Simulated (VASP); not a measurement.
Runs of VASP 6.6.1 on TaC. Symmetry: Fm-3m, No. 225, cubic system. Conventional cell: a = 4.446 Å, b = 4.446 Å, c = 4.446 Å, α = 90.00°, β = 90.00°, γ = 90.00°. Ta (site symmetry m-3m) has 6 C at 2.22 Å within 2.9 Å. C (site symmetry m-3m) has 6 Ta at 2.22 Å within 2.9 Å. 

```csv
k mesh,gap on the mesh (eV),pressure (GPa)
3 × 3 × 3,none,(a)
9 × 9 × 9,none,-7.3
11 × 11 × 11,none,-7.4
5 × 5 × 5,none,-7.5
4 × 4 × 4,none,-6.1
7 × 7 × 7,none,-7.5
```

Alike in all rows: task single point; level PBEsol+D3(BJ); potentials or basis VASP PAW PBE potentials, release 64 (Ta_pv, C); no spin polarisation; cell as given; cutoff (eV) 600; smearing fermi-dirac 0.1 eV.

Estimate the missing entries.

(a) -2.9.

Caveats: some runs use coarse meshes; the PAW data sets were made with another functional, which shifts forces and pressure a little; spin-orbit coupling is left out, which moves the levels of the heavy elements; pairwise dispersion overbinds metals, which lowers pressure and volume.

A k mesh can miss the band edges, and the runs leave out spin-orbit coupling on Ta.

A gap of «none» marks levels without a gap at the run's occupations.
